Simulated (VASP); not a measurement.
Wanted: the native input for a VASP 6.6.1 run.

| Quantity | Value |
| --- | --- |
| Task | single point |
| Functional | r2SCAN |
| Potentials or basis | VASP PAW PBE potentials, release 64 (Zn, S) |
| Cutoff | 550 eV |
| k mesh | 7 × 7 × 7 |
| Occupations | fermi-dirac, width 0.1 eV |
| Spin | no spin polarisation |
| Dipole correction | no |
| Further INCAR settings | ALGO = Normal; EDIFF = 1e-06; NBANDS = 16 |

ZnS:

```
Zn S
1.0
     3.82120    0.00000    0.00000
     1.91060    3.30926    0.00000
     1.91060    1.10309    3.12000
Zn S
1 1
Direct
  0.25000 0.25000 0.25000
  0.00000 0.00000 0.00000
```

One way to write it, as run:

POSCAR

```
ZnS
1.0
    3.8212050000      0.0000000000      0.0000000000
    1.9106025000      3.3092606031      0.0000000000
    1.9106025000      1.1030868677      3.1200008175
Zn S
1 1
Direct
    0.2500000000      0.2500000000      0.2500000000
    0.0000000000      0.0000000000      0.0000000000
```

INCAR.step1

```
PREC = Accurate ; ENCUT = 550
ISMEAR = -1 ; SIGMA = 0.1
LREAL = F ; LASPH = T
NELM = 120 ; NBANDS = 16
GGA = PE ; ALGO = Normal
EDIFF = 1E-5 ; LWAVE = T
LCHARG = F ; GGA_COMPAT = F
```

INCAR.step2

```
PREC = Accurate ; ENCUT = 550
EDIFF = 1E-6 ; ISMEAR = -1
SIGMA = 0.1 ; LREAL = F
LASPH = T ; NELM = 120
ALGO = Normal ; ISIF = 2
LWAVE = F ; LCHARG = T
METAGGA = R2SCAN ; LMIXTAU = T
LELF = T ; LVHAR = T
NBANDS = 16 ; ISTART = 1
GGA_COMPAT = F
```

KPOINTS

```
Automatic mesh
0
Gamma
  7 7 7
```

Potentials or basis: VASP PAW PBE potentials, release 64 (Zn, S).

Command:

```bash
$ cat potpaw_PBE.64/Zn/POTCAR potpaw_PBE.64/S/POTCAR > POTCAR
$ cp INCAR.step1 INCAR
$ mpirun -np 1 vasp_std > vasp.out
$ cp INCAR.step2 INCAR
$ mpirun -np 1 vasp_std > vasp.out
```

Results of the run:

```yaml
Pressure: -0.6 GPa
Band_gap_on_the_k_mesh: 2.67 eV
```

Caveat: the PAW data sets were made with another functional, which shifts forces and pressure a little.

Run time: 100 s on 1 thread of Intel Xeon 8259CL, with other jobs on the host, peak memory 0.17 GiB.
